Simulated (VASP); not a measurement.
# W (Im-3m) in VASP: notebook

W is run at these levels: LDA; tasks: single point.

Program: VASP 6.6.1. These are calculated values, not measurements. Logs are shortened: lines on timing, memory, paths and dates and some standing lists are left out, and cuts for length are marked.

## (1) The cell of the first run

The structure is cubic, space group Im-3m (No. 229). Conventional cell: a = 3.137 Å, b = 3.137 Å, c = 3.137 Å, α = 90.00°, β = 90.00°, γ = 90.00°. W (site symmetry m-3m) has 14 W at 2.72 to 3.14 Å within 3.6 Å.

## (2) Single point, LDA

The input, INCAR:

```
PREC = Accurate
ENCUT = 500
EDIFF = 1E-6
ISMEAR = -1
SIGMA = 0.05
LREAL = F
LASPH = T
NELM = 120
ALGO = Normal
ISIF = 2
LWAVE = F
LCHARG = F
GGA = CA
NBANDS = 13
GGA_COMPAT = F
```

The input, KPOINTS:

```
regular mesh
0
Gamma
  10 10 10
```

The input, POSCAR:

```
W
1.0
   -1.5685486334      1.5685486334      1.5685486334
    1.5685486334     -1.5685486334      1.5685486334
    1.5685486334      1.5685486334     -1.5685486334
W
1
Direct
    0.0000000000      0.0000000000      0.0000000000
```

Potentials or basis: VASP PAW LDA potentials, release 64 (W_sv).

Started as:

```bash
$ cat potpaw_LDA.64/W_sv/POTCAR > POTCAR
$ mpirun -np 1 vasp_std > vasp.out
```

OUTCAR:

```text
PREC = Accurate
   ENCUT = 500
   EDIFF = 1E-6
   ISMEAR = -1
   LREAL = F
   LASPH = T
   NELM = 120
   ISIF = 2
   GGA = CA

 ion  position               nearest neighbor table
   1  0.000  0.000  0.000-

  LATTYP: Found a body centered cubic cell.
 ALAT       =     3.1370972668

  Lattice vectors:

 A1 = (  -1.5685486334,   1.5685486334,   1.5685486334)
 A2 = (   1.5685486334,  -1.5685486334,   1.5685486334)
 A3 = (   1.5685486334,   1.5685486334,  -1.5685486334)

Analysis of symmetry for initial positions (statically):
=====================================================================
 Subroutine PRICEL returns:
 Original cell was already a primitive cell.

 Routine SETGRP: Setting up the symmetry group for a
 body centered cubic supercell.

 Subroutine GETGRP returns: Found 48 space group operations
 (whereof 48 operations were pure point group operations)
 out of a pool of 48 trial point group operations.

The static configuration has the point symmetry O_h .

Analysis of symmetry for dynamics (positions and initial velocities):
=====================================================================
 Subroutine PRICEL returns:
 Original cell was already a primitive cell.

 Routine SETGRP: Setting up the symmetry group for a
 body centered cubic supercell.

 Subroutine GETGRP returns: Found 48 space group operations
 (whereof 48 operations were pure point group operations)
 out of a pool of 48 trial point group operations.

The dynamic configuration has the point symmetry O_h .

 Subroutine INISYM returns: Found 48 space group operations
 (whereof 48 operations are pure point group operations),
 and found     1 'primitive' translations

----------------------------------------------------------------------------------------

                                     Primitive cell

  volume of cell :      15.4367

  direct lattice vectors                    reciprocal lattice vectors
    -1.568548633  1.568548633  1.568548633     0.000000000  0.318766017  0.318766017
     1.568548633 -1.568548633  1.568548633     0.318766017  0.000000000  0.318766017
     1.568548633  1.568548633 -1.568548633     0.318766017  0.318766017  0.000000000

  length of vectors
     2.716805927  2.716805927  2.716805927     0.450803224  0.450803224  0.450803224

  position of ions in fractional coordinates (direct lattice)
     0.000000000  0.000000000  0.000000000

  ion indices of the primitive-cell ions
   primitive index   ion index
                 1           1

----------------------------------------------------------------------------------------

 KPOINTS: regular mesh

Automatic generation of k-mesh.
 Grid dimensions read from file:
 generate k-points for:   10   10   10

 Generating k-lattice:

  Cartesian coordinates                     Fractional coordinates (reciprocal lattice)
     0.000000000  0.031876602  0.031876602     0.100000000  0.000000000  0.000000000
     0.031876602  0.000000000  0.031876602     0.000000000  0.100000000  0.000000000
     0.031876602  0.031876602  0.000000000     0.000000000  0.000000000  0.100000000

  Length of vectors
     0.045080322  0.045080322  0.045080322

  Shift w.r.t. Gamma in fractional coordinates (k-lattice)
     0.000000000  0.000000000  0.000000000

 Subroutine IBZKPT returns following result:
 ===========================================

 Found     47 irreducible k-points:

 Following reciprocal coordinates:
            Coordinates               Weight
  0.000000  0.000000  0.000000      1.000000
  0.100000  0.000000  0.000000     12.000000
  0.200000  0.000000  0.000000     12.000000
  0.300000  0.000000  0.000000     12.000000
  0.400000  0.000000  0.000000     12.000000
  0.500000  0.000000  0.000000      6.000000
[... 16 lines left out ...]
  0.300000  0.300000  0.100000      8.000000
 -0.300000  0.300000  0.100000     24.000000
 [... further k-points ...]
   k-points           NKPTS =     47   k-points in BZ     NKDIM =     47   number of bands    NBANDS=     13
   number of dos      NEDOS =    301   number of ions     NIONS =      1
   total plane-waves  NPLWV =   8000
   dimension x,y,z NGX =    20 NGY =   20 NGZ =   20
   dimension x,y,z NGXF=    40 NGYF=   40 NGZF=   40
   ions per type =               1
   NGX,Y,Z   is equivalent  to a cutoff of  12.24, 12.24, 12.24 a.u.
   NGXF,Y,Z  is equivalent  to a cutoff of  24.48, 24.48, 24.48 a.u.
 SYSTEM =  unknown system
   PREC   = accura    normal or accurate (medium, high low for compatibility)
   ISTART =      0    job   : 0-new  1-cont  2-samecut
   ICHARG =      2    charge: 1-file 2-atom 10-const
   ISPIN  =      1    spin polarized calculation?
   LNONCOLLINEAR =      F non collinear calculations
   LSORBIT =      F    spin-orbit coupling
   LASPH  =      T    aspherical Exc in radial PAW
   ENCUT  =  500.0 eV  36.75 Ry    6.06 a.u.   4.95  4.95  4.95*2*pi/ulx,y,z
   NELM   =    120;   NELMIN=  2; NELMDL= -5     # of ELM steps
   EDIFF  = 0.1E-05   stopping-criterion for ELM
   LREAL  =      F    real-space projection
   EDIFFG = 0.1E-04   stopping-criterion for IOM
   NSW    =      0    number of steps for IOM
   IBRION =     -1    ionic relax: 0-MD 1-quasi-New 2-CG
   NFREE  =      0    steps in history (QN), initial steepest desc. (CG)
   ISIF   =      2    stress and relaxation
   ISYM   =      2    0-nonsym 1-usesym 2-fastsym
   POTIM  = 0.5000    time-step for ionic-motion
   TEBEG  =    0.0;   TEEND  =   0.0 temperature during run
   PSTRESS=    0.0 pullay stress
   NELECT =      14.0000    total number of electrons
   NUPDOWN=      -1.0000    fix difference up-down
   EMIN   =  10.00;   EMAX   =-10.00  energy-range for DOS
   EFERMI =   0.00;   METHOD = LEGACY
   ISMEAR =    -1;   SIGMA  =   0.05  broadening in eV -4-tet -1-fermi 0-gaus
   EFERMI_NEDOS =   21; number of points for ismear=-14 and -15
   IALGO  =     38    algorithm
   IMIX   =      4    mixing-type and parameters
     AMIX     =   0.40;   BMIX     =  1.00
     AMIX_MAG =   1.60;   BMIX_MAG =  1.00
  volume/ion in A,a.u.               =      15.44       104.17
  Fermi-wavevector in a.u.,A,eV,Ry     =   1.584648  2.994551 34.165724  2.511110
  Thomas-Fermi vector in A             =   2.684234
   LORBIT       =      0    0 simple, 1 ext, 2 COOP (PROOUT), +10 PAW based schemes
   GGA     = CA    functional components
   LHFCALC =     F    Hartree Fock is set to
   AEXX    =    0.0000 exact exchange contribution
   IVDW    =     0    specifies the selected vdW correction
   LEPSILON=     F    determine dielectric tensor
   LRPA    =     F    only Hartree local field effects (RPA)
 non-spin polarized calculation
  energy-cutoff  :      500.00
  volume of cell :       15.44
 maximum number of plane-waves:       402
   NGX =  9   NGY =  9   NGZ =  9

 number of electron      14.0000004 magnetization

 Free energy of the ion-electron system (eV)
  ---------------------------------------------------
  ext. energy  EPLUGINS =         0.00000000
  ---------------------------------------------------
  free energy    TOTEN  =       -14.09725259 eV

  energy without entropy =      -14.09319251  energy(sigma->0) =      -14.09522255

 E-fermi :  11.8167     XC(G=0): -13.9825

 val. band max:       11.7329047334   @ k =   0.5000   0.5000   0.2000
 cond. band min:      11.9001674444   @ k =  -0.2000   0.2000   0.1000
 fundamental gap:      0.1672627110
 Fermi energy:        11.8167177976

 k-point     1 :       0.0000    0.0000    0.0000
  band No.  band energies     occupation
      1     -62.0309      2.00000
      2     -25.7947      2.00000
      3     -25.7947      2.00000
      4     -25.7947      2.00000
      5       2.0223      2.00000
      6      10.3871      2.00000
      7      10.3871      2.00000
      8      10.3871      2.00000
      9      13.9520      0.00000
     10      13.9520      0.00000
     11      26.3466      0.00000
     12      26.3466      0.00000
     13      26.3466      0.00000

 k-point     2 :       0.1000    0.0000    0.0000
  band No.  band energies     occupation
      1     -62.0161      2.00000
      2     -25.9424      2.00000
      3     -25.8405      2.00000
      4     -25.7955      2.00000
      5       2.5155      2.00000
      6      10.0944      2.00000
      7      10.3055      2.00000
      8      10.8701      2.00000
      9      13.5362      0.00000
     10      13.9588      0.00000
     11      26.7457      0.00000
     12      27.1814      0.00000
     13      27.5075      0.00000

 k-point     3 :       0.2000    0.0000    0.0000
  band No.  band energies     occupation
      1     -61.9774      2.00000
      2     -26.3164      2.00000
      3     -25.9587      2.00000
      4     -25.7978      2.00000
      5       3.7815      2.00000
      6       9.4099      2.00000
      7       9.9364      2.00000
      8      12.2660      0.00025
      9      13.2055      0.00000
     10      14.0439      0.00000
     11      27.1379      0.00000
     12      29.1647      0.00000
     13      29.4751      0.00000
[... 305 lines left out ...]
 k-point    23 :       0.3000    0.3000    0.1000
  band No.  band energies     occupation
      1     -61.8637      2.00000
      2     -26.7102      2.00000
      3     -26.7102      2.00000
      4     -26.1066      2.00000
      5       7.4355      2.00000
      6       9.1389      2.00000
      7       9.1389      2.00000
      8      14.8185      0.00000
      9      14.8185      0.00000
     10      19.4143      0.00000
     11      23.4530      0.00000
     12      23.4530      0.00000
     13      27.0634      0.00000

 k-point    24 :      -0.3000    0.3000    0.1000
  band No.  band energies     occupation
      1     -61.9171      2.00000
      2     -26.7360      2.00000
      3     -26.1524      2.00000
      4     -25.9092      2.00000
      5       5.4678      2.00000
      6       9.1529      2.00000
      7       9.5829      2.00000
      8      12.5011      0.00000
      9      14.2268      0.00000
     10      15.0097      0.00000
     11      25.7179      0.00000
     12      28.5022      0.00000
     13      32.6610      0.00000

 [... further k-points ...]

------------------------ aborting loop because EDIFF is reached ----------------------------------------

  FORCE on cell =-STRESS in cart. coord.  units (eV):
  Direction    XX          YY          ZZ          XY          YZ          ZX
  --------------------------------------------------------------------------------------
  -------------------------------------------------------------------------------------
  Total        0.1907649      0.1907649      0.1907649      0.0000000     -0.0000000      0.0000000
  in kB       19.7995350     19.7995350     19.7995350      0.0000000     -0.0000000      0.0000000
  external PRESSURE =      19.7995350 kB  Pullay stress =       0.0000000 kB

 VOLUME and BASIS-vectors are now :
 -----------------------------------------------------------------------------
  energy-cutoff  :      500.00
  volume of cell :       15.44
      direct lattice vectors                 reciprocal lattice vectors
    -1.568548633  1.568548633  1.568548633     0.000000000  0.318766017  0.318766017
     1.568548633 -1.568548633  1.568548633     0.318766017  0.000000000  0.318766017
     1.568548633  1.568548633 -1.568548633     0.318766017  0.318766017  0.000000000

 POSITION                                       TOTAL-FORCE (eV/Angst)
 -----------------------------------------------------------------------------------
      0.00000      0.00000      0.00000         0.000000      0.000000      0.000000
 -----------------------------------------------------------------------------------
    total drift:                                0.000000     -0.000000      0.000000

  FREE ENERGIE OF THE ION-ELECTRON SYSTEM (eV)
  ---------------------------------------------------
  free  energy   TOTEN  =       -14.0972525924 eV

  energy  without entropy=      -14.0931925133  energy(sigma->0) =      -14.09522255
```

It took 3 s on 1 thread of Intel Xeon 6975P-C (Granite Rapids), shared host; peak memory 0.12 GiB.

Results:

| Quantity | Value |
| --- | --- |
| Free energy | -14.0973 eV |
| Pressure | 2.0 GPa |
| Band gap on the k mesh | zero (bands 7 and 8 overlap by 6.64 eV) |

Levels at points of the mesh, in eV from the Fermi level:
| k point | band 4 | band 5 | band 6 | band 7 | band 8 | band 9 | band 10 | band 11 |
| --- | --- | --- | --- | --- | --- | --- | --- | --- |
| (0.00, 0.00, 0.00) | -37.61 | -9.79 | -1.43 | -1.43 | -1.43 | 2.14 | 2.14 | 14.53 |
| (0.50, 0.00, 0.00) | -37.62 | -6.54 | -3.84 | 0.83 | 2.05 | 3.04 | 6.25 | 11.40 |
| (0.50, 0.50, 0.50) | -38.61 | -6.17 | -6.17 | 5.21 | 5.21 | 5.21 | 8.46 | 8.46 |

Caveat: spin-orbit coupling is left out, which moves the levels of the heavy elements.

[end of part 1 of 2]
